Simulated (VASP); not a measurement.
Here is a VASP 6.6.1 calculation.

The input INCAR:

```
SYSTEM = Hf
  AGGAC = 1.0
  AGGAX = 1.0
  ALDAC = 0.0
  ALDAX = 1.0
  ALGO = Normal
  EDIFF = 1E-6
  ENCUT = 520
  GGA = B5
  ISIF = 2
  ISMEAR = -1
  LASPH = .True.
  LCHARG = .False.
  LREAL = .False.
  LWAVE = .False.
  NBANDS = 11
  NELM = 60
  PREC = Accurate
  SIGMA = 0.1
```

File KPOINTS:

```
k-points
0
Gamma
  14 14 14
  0 0 0
```

File POSCAR:

```
Hf
1.0
   -1.7143656411      1.7143656411      1.7143656411
    1.7143656411     -1.7143656411      1.7143656411
    1.7143656411      1.7143656411     -1.7143656411
Hf
1
Direct
    0.0000000000      0.0000000000      0.0000000000
```

Potentials or basis: VASP PAW PBE potentials, release 64 (Hf_pv).

Run with:

```bash
$ cat potpaw_PBE.64/Hf_pv/POTCAR > POTCAR
$ mpirun -np 1 vasp_std > vasp.out
```

(1) What does it give for the band gap on the k mesh?

(2) Estimate the pressure.

Answers

(1) zero (band 5 reaches 7.33 eV, above the bottom of band 6 at 5.09 eV).

(2) 15.4 GPa.

Caveat: the PAW data sets were made with another functional, which shifts forces and pressure a little; spin-orbit coupling is left out, which moves the levels of the heavy elements.
